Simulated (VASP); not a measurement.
# Mg2C (P1) in VASP: relaxation of cell and atoms with PBE

Aim: the relaxation of cell and atoms of Mg2C with PBE.

All numbers are computed with VASP 6.6.1; they aren't measurements. Logs are shortened: lines on timing, memory, paths and dates and some standing lists are left out, and cuts for length are marked.

### 1 The cell of the first run

The typed cell holds 6 atoms: a = 3.313 Å, b = 3.279 Å, c = 8.648 Å, α = 89.50°, β = 91.13°, γ = 91.23°.

### 2 Relaxation of cell and atoms, PBE

File INCAR:

```
SYSTEM = Mg2C
PREC     = Accurate       ! precision mode
ENCUT    = 600            ! plane-wave cutoff, eV
EDIFF    = 1E-6           ! SCF threshold, eV
ISMEAR   = 0              ! smearing method
SIGMA    = 0.2            ! smearing width, eV
LREAL    = .FALSE.        ! projectors in reciprocal space
LASPH    = .TRUE.         ! aspherical terms in the spheres
NELM     = 100            ! most SCF steps
ALGO     = Normal         ! electronic algorithm
ISIF     = 3              ! what is computed and relaxed
LWAVE    = .FALSE.        ! write WAVECAR
LCHARG   = .FALSE.        ! write CHGCAR
GGA      = PE             ! functional
IBRION   = 2              ! ionic algorithm
NSW      = 80             ! ionic steps
EDIFFG   = -0.025         ! ionic threshold
```

File KPOINTS:

```
Automatic mesh
0
G
  6 6 4
  0 0 0
```

File POSCAR:

```
Mg2C
1.0
    3.3127173790     -0.0353551505     -0.0327273536
   -0.0353551505      3.2791483287      0.0142996964
   -0.0847172091      0.0370158366      8.6474376880
Mg C
4 2
Direct
    1.0046805336     -0.0111409976     -0.0083201736
    1.0117299426      0.0626993787      0.5059756575
    0.5395402304      0.4635404007      0.2560808480
    0.4536774214      0.4760089653      0.7354890738
    0.0080199690      0.0074160242      0.2607786405
   -0.0176480971      0.0014762287      0.7499959539
```

Potentials or basis: VASP PAW PBE potentials, release 64 (Mg, C).

Launch:

```bash
> cat potpaw_PBE.64/Mg/POTCAR potpaw_PBE.64/C/POTCAR > POTCAR
> mpirun -np 1 vasp_std > vasp.out
```

OUTCAR:

```text
SYSTEM = Mg2C
   PREC = Accurate
   ENCUT = 600
   EDIFF = 1E-6
   ISMEAR = 0
   LREAL = .FALSE.
   LASPH = .TRUE.
   NELM = 100
   ISIF = 3
   GGA = PE
   IBRION = 2
   NSW = 80
   EDIFFG = -0.025

 ion  position               nearest neighbor table
   1  0.005  0.989  0.992-   6 2.09   5 2.33   4 3.10   4 3.20   3 3.21   3 3.24   3 3.25   4 3.27
                             4 3.29   3 3.35
   2  0.012  0.063  0.506-   6 2.12   5 2.13   4 2.79   3 2.96   3 3.08   4 3.08   4 3.12   3 3.28
                             4 3.31   3 3.46
   3  0.540  0.464  0.256-   5 2.18   5 2.29   5 2.34   5 2.53   2 2.96   2 3.08   1 3.21   1 3.24
                             1 3.25   2 3.28   1 3.35   2 3.46
   4  0.454  0.476  0.735-   6 2.19   6 2.36   6 2.37   6 2.43   2 2.79   2 3.08   1 3.10   2 3.12
                             1 3.20   1 3.27   1 3.29   2 3.31
   5  0.008  0.007  0.261-   2 2.13   3 2.18   3 2.29   1 2.33   3 2.34   3 2.53
   6  0.982  0.001  0.750-   1 2.09   2 2.12   4 2.19   4 2.36   4 2.37   4 2.43

  LATTYP: Found a triclinic cell.
 ALAT       =     4.6112511251
 B/A-ratio  =     0.7111671014
 C/A-ratio  =     1.9950402556
 COS(alpha) =     0.0004808561
 COS(beta)  =     0.2457689432
 COS(gamma) =     0.6957244080

  Lattice vectors:

 A1 = (   3.2773622285,   3.2437931782,  -0.0184276572)
 A2 = (  -0.0353551505,   3.2791483287,   0.0142996964)
 A3 = (   3.2280001699,   0.0016606861,   8.6147103344)

Analysis of symmetry for initial positions (statically):
=====================================================================
 Subroutine PRICEL returns:
 Original cell was already a primitive cell.

 Routine SETGRP: Setting up the symmetry group for a
 triclinic supercell.

 Subroutine GETGRP returns: Found  1 space group operations
 (whereof  1 operations were pure point group operations)
 out of a pool of  2 trial point group operations.

The static configuration has the point symmetry C_1 .

Analysis of symmetry for dynamics (positions and initial velocities):
=====================================================================
 Subroutine PRICEL returns:
 Original cell was already a primitive cell.

 Routine SETGRP: Setting up the symmetry group for a
 triclinic supercell.

 Subroutine GETGRP returns: Found  1 space group operations
 (whereof  1 operations were pure point group operations)
 out of a pool of  2 trial point group operations.

The dynamic configuration has the point symmetry C_1 .

 Subroutine INISYM returns: Found  1 space group operations
 (whereof  1 operations are pure point group operations),
[... 133 lines left out ...]
   LEPSILON=     F    determine dielectric tensor
   LRPA    =     F    only Hartree local field effects (RPA)
 conjugate gradient relaxation of ions
 non-spin polarized calculation
 Gauss-broadening in eV      SIGMA  =   0.20
  energy-cutoff  :      600.00
  volume of cell :       93.91
 maximum number of plane-waves:      3169
 NGX is ok and might be reduce to    28
   NGX = 13   NGY = 13   NGZ = 35

--------------------------------------- Ionic step        1  -------------------------------------------

 number of electron      16.0000000 magnetization

 Free energy of the ion-electron system (eV)
  ---------------------------------------------------
  ext. energy  EPLUGINS =         0.00000000
  ---------------------------------------------------
  free energy    TOTEN  =       -20.83153874 eV

  energy without entropy =      -20.75703885  energy(sigma->0) =      -20.79428879

------------------------ aborting loop because EDIFF is reached ----------------------------------------

  FORCE on cell =-STRESS in cart. coord.  units (eV):
  Direction    XX          YY          ZZ          XY          YZ          ZX
  --------------------------------------------------------------------------------------
  -------------------------------------------------------------------------------------
  Total        1.1408720      0.1491964      0.8438790      0.1914757     -0.0267437      0.5460180
  in kB       19.4632046      2.5452810     14.3965221      3.2665637     -0.4562450      9.3150334
  external PRESSURE =      12.1350026 kB  Pullay stress =       0.0000000 kB
[... 101 lines left out ...]
  FREE ENERGIE OF THE ION-ELECTRON SYSTEM (eV)
  ---------------------------------------------------
  free  energy   TOTEN  =       -21.0942509033 eV

  energy  without entropy=      -21.0255222944  energy(sigma->0) =      -21.05988660

[... ionic steps 4 to 15 ...]

--------------------------------------- Ionic step       16  -------------------------------------------

 number of electron      16.0000000 magnetization

------------------------ aborting loop because EDIFF is reached ----------------------------------------
[... 75 lines left out ...]
--------------------------------------- Ionic step       18  -------------------------------------------

 number of electron      16.0000001 magnetization

 Free energy of the ion-electron system (eV)
  ---------------------------------------------------
  ext. energy  EPLUGINS =         0.00000000
  ---------------------------------------------------
  free energy    TOTEN  =       -21.22394760 eV

  energy without entropy =      -21.17419145  energy(sigma->0) =      -21.19906953

 E-fermi :   3.4051     XC(G=0):  -9.3455

 val. band max:        3.4006373636   @ k =   0.0000   0.3333   0.5000
 cond. band min:       3.4105889239   @ k =   0.5000  -0.3333   0.2500
 fundamental gap:      0.0099515604
 Fermi energy:         3.4050521590

 k-point     1 :       0.0000    0.0000    0.0000
  band No.  band energies     occupation
      1      -7.5819      2.00000
      2      -7.1079      2.00000
      3      -2.4071      2.00000
      4       0.5976      2.00000
      5       1.1326      2.00000
      6       2.9012      1.99963
      7       3.0657      1.98358
      8       3.9600      0.00009
      9       4.0566      0.00000
     10       5.2987      0.00000
     11       6.8336      0.00000
     12       8.2863      0.00000
[... 331 lines left out ...]
 k-point    24 :       0.5000    0.0000    0.2500
  band No.  band energies     occupation
      1      -6.4480      2.00000
      2      -6.2162      2.00000
      3      -1.6098      2.00000
      4      -0.9821      2.00000
      5      -0.1897      2.00000
      6       1.1126      2.00000
      7       2.0086      2.00000
      8       4.1620      0.00000
      9       4.2495      0.00000
     10       4.2783      0.00000
     11       5.0631      0.00000
     12       7.0839      0.00000

 [... further k-points ...]
[... 5 lines left out ...]
  --------------------------------------------------------------------------------------
  -------------------------------------------------------------------------------------
  Total       -0.0120011     -0.0655631     -0.0250304      0.0044556      0.0029390      0.0040685
  in kB       -0.2048027     -1.1188523     -0.4271512      0.0760363      0.0501547      0.0694298
  external PRESSURE =      -0.5836020 kB  Pullay stress =       0.0000000 kB
[... 21 lines left out ...]
  FREE ENERGIE OF THE ION-ELECTRON SYSTEM (eV)
  ---------------------------------------------------
  free  energy   TOTEN  =       -21.2239476035 eV

  energy  without entropy=      -21.1741914533  energy(sigma->0) =      -21.19906953

 reached required accuracy - stopping structural energy minimisation
```

CONTCAR:

```text
Mg2C
   1.00000000000000
     3.4455012815877271    0.0009862155078904   -0.0005179588140322
    -0.0016449121559769    3.1749820461539677   -0.0002810576332904
    -0.0001644728556968   -0.0018481523943962    8.5823007853654012
  Mg              C
     4     2
Direct
     0.9996178349554976    0.9981620484912290    0.9998954857613933
     0.9996788094258823    0.9987138808615177    0.4999635386514278
     0.5015519713614496    0.4997474143618639    0.2499470471871461
     0.4984880403951022    0.5015417349482655    0.7500987684897098
     0.0023890572639432    0.9999371264365375    0.2499834560220679
     0.9982742864981302    0.0018977949005790    0.7501117039882569

  0.00000000E+00  0.00000000E+00  0.00000000E+00
  0.00000000E+00  0.00000000E+00  0.00000000E+00
  0.00000000E+00  0.00000000E+00  0.00000000E+00
  0.00000000E+00  0.00000000E+00  0.00000000E+00
  0.00000000E+00  0.00000000E+00  0.00000000E+00
  0.00000000E+00  0.00000000E+00  0.00000000E+00
```

Wall time 25 min (1 thread of Intel Xeon 8259CL, shared host); peak memory 0.31 GiB.

What came out:

| Property | Result |
| --- | --- |
| Free energy | -21.2239 eV |
| Relaxed volume | 15.65 Å³/atom |
| Relaxed cell | a = 3.446 Å, b = 3.175 Å, c = 8.582 Å, α = 90.02°, β = 90.01°, γ = 90.01° |
| Space group after relaxing (to 0.1 Å) | Pmmm (No. 47) |
| Energy gained by relaxing | 65.4 meV/atom |
| Ionic steps | 18 |
| Pressure after relaxing | -0.1 GPa |
| Largest force after relaxing | 0.021 eV/Å |
| Band gap on the k mesh | zero (bands 8 and 9 overlap by 1.59 eV) |

Forces on the atoms (eV/Å):
```
Mg   0.003  0.011  0.017
Mg   0.003  0.009  0.008
Mg   0.001 -0.003  0.001
Mg   0.004 -0.009 -0.004
C   -0.017 -0.003 -0.005
C    0.006 -0.005 -0.017
```

Step by step:
```
step  energy change (eV)  largest force (eV/Å)  pressure (GPa)  volume (Å³)
   1              0.0000                1.2959            1.21        93.91
   2             -0.2105                0.6892           -1.03        95.53
   3             -0.2627                0.4559           -2.30        96.92
   4             -0.3304                0.3424            0.01        93.72
   5             -0.3349                0.3495            0.84        92.74
   6             -0.3637                0.2532            0.53        93.07
   7             -0.3685                0.2782            0.40        93.25
   8             -0.3792                0.1520           -0.24        94.09
   9             -0.3792                0.1572           -0.28        94.14
  10             -0.3833                0.0995           -0.01        93.85
  11             -0.3846                0.0838            0.26        93.60
  12             -0.3877                0.0901            0.05        93.80
  13             -0.3887                0.1196           -0.15        94.00
  14             -0.3908                0.0693           -0.09        93.88
  15             -0.3912                0.0559           -0.05        93.82
  16             -0.3921                0.0314            0.12        93.66
  17             -0.3921                0.0310            0.14        93.63
  18             -0.3924                0.0206           -0.06        93.89
```

Final structure:
```xyz
6
Lattice="3.4455 0.0010 -0.0005 -0.0016 3.1750 -0.0003 -0.0002 -0.0018 8.5823" Properties=species:S:1:pos:R:3 pbc="T T T"
Mg    3.4424    3.1683    8.5806
Mg    3.4427    3.1710    4.2900
Mg    1.7272    1.5867    2.1447
Mg    1.7166    1.5915    6.4372
C     0.0065    3.1743    2.1452
C     3.4394    0.0056    6.4372
```
